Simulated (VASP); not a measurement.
CoO: single point with PBE

CoO:

```xyz
2
Lattice="1.5055 0.8692 2.4399 -1.5055 0.8692 2.4399 0.0000 -1.7384 2.4399" Properties=species:S:1:pos:R:3 pbc="T T T"
Co    0.0000    0.0000    0.0000
O     0.0000    0.0000    3.6599
```

```
Program                : VASP 6.6.1
Task                   : single point
Functional             : PBE
Potentials or basis    : VASP PAW PBE potentials, release 64 (Co_sv, O)
Cutoff                 : 600 eV
k mesh                 : 11 × 11 × 11
Occupations            : fermi-dirac, width 0.05 eV
Spin                   : collinear spin, ferromagnetic start
Starting moments       : [2.0, 0.0] μB
Dipole correction      : no
Further INCAR settings : ALGO = Normal; EDIFF = 1e-06; NBANDS = 22
```

```
Pressure                                              : -2.5 GPa
Net moment                                            : 2.90 μB per cell
Site moments                                          : Co +2.50; O +0.29 μB
Valence electrons inside the program's atomic spheres : Co 14.88; O 4.98
```

Stress tensor (GPa, compression positive):
```
-2.34  0.00  0.00
 0.00 -2.34  0.00
 0.00  0.00 -2.83
```

Levels at points of the mesh, in eV from the Fermi level:
Spin up:
| k point | band 11 | band 12 | band 13 | band 14 | band 15 | band 16 |
| --- | --- | --- | --- | --- | --- | --- |
| (0.00, 0.00, 0.00) | -3.10 | -3.10 | -3.05 | 0.97 | 16.79 | 18.02 |
Spin down:
```tsv
k point	band 8	band 9	band 10	band 11	band 12	band 13
(0.00, 0.00, 0.00)	-2.63	-1.13	-1.13	-1.11	0.07	0.07
```

Wall time 110 s on 1 thread of Intel(R) Xeon(R) Platinum 8259CL CPU @ 2.50GHz (Skylake/Cascade Lake), with other jobs on the host, peak memory 0.23 GiB.

Caveat: a cell with one magnetic atom can't hold antiferromagnetic order, which such compounds often take; semilocal functionals often make such compounds metallic where correlation or magnetic order opens a gap, which also shifts bond lengths. With open d or f shells a metallic result of PBE can be an artefact of self-interaction; +U or a hybrid may open a gap.
